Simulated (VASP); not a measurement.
Set up this calculation in VASP 6.6.1, as the native input.

```yaml
Task: relaxation of the atoms
Functional: PBE
Potentials_or_basis: VASP PAW PBE potentials, release 64 (Si)
Cutoff: 520 eV
k_mesh: 2 × 2 × 2
Occupations: gaussian, width 0.02 eV
Spin: no spin polarisation
Dipole_correction: no
Further_INCAR_settings: LREAL = Auto; ALGO = Normal; EDIFF = 1e-06; IBRION = 2; EDIFFG = -0.03; NSW = 80
```

The structure of Si (a cell with a defect) lies in POSCAR:

```
Si
1.0
    0.0000000000      5.4300000000      5.4300000000
    5.4300000000      0.0000000000      5.4300000000
    5.4300000000      5.4300000000      0.0000000000
Si
17
Direct
    0.0000000000      0.0000000000      0.0000000000
    0.1250000000      0.1250000000      0.1250000000
    0.0000000000      0.0000000000      0.5000000000
    0.1250000000      0.1250000000      0.6250000000
    0.0000000000      0.5000000000      0.0000000000
    0.1250000000      0.6250000000      0.1250000000
    0.0000000000      0.5000000000      0.5000000000
    0.1250000000      0.6250000000      0.6250000000
    0.5000000000      0.0000000000      0.0000000000
    0.6250000000      0.1250000000      0.1250000000
    0.5000000000      0.0000000000      0.5000000000
    0.6250000000      0.1250000000      0.6250000000
    0.5000000000      0.5000000000      0.0000000000
    0.6250000000      0.6250000000      0.1250000000
    0.5000000000      0.5000000000      0.5000000000
    0.6250000000      0.6250000000      0.6250000000
    0.2419622000      0.2577167000      0.7463487000
```

The input as run:

INCAR

```
ALGO = Normal ; EDIFF = 1E-6
EDIFFG = -0.03 ; ENCUT = 520
GGA = PE ; IBRION = 2
ISIF = 2 ; ISMEAR = 0
LASPH = T ; LCHARG = F
LREAL = Auto ; LWAVE = F
NELM = 80 ; NSW = 80
PREC = Accurate ; SIGMA = 0.02
```

KPOINTS

```
k-points
0
Gamma
  2 2 2
```

Potentials or basis: VASP PAW PBE potentials, release 64 (Si).

The run is started by

```bash
$ cat potpaw_PBE.64/Si/POTCAR > POTCAR
$ mpirun -np 1 vasp_std > vasp.out
```

It gave:

| Quantity | Value |
| --- | --- |
| Energy gained by relaxing | 8.2 meV/atom |
| Ionic steps | 7 |
| Pressure after relaxing | 5.3 GPa |
| Largest force after relaxing | 0.027 eV/Å |
| Band gap on the k mesh | zero (bands 34 and 35 overlap by 0.25 eV) |

Caveat: the k points lie up to 0.50 Å⁻¹ apart.

It took 11 min on 1 thread of Oxide Virtual Turin-like Processor, with other jobs on the host, peak memory 0.49 GiB.
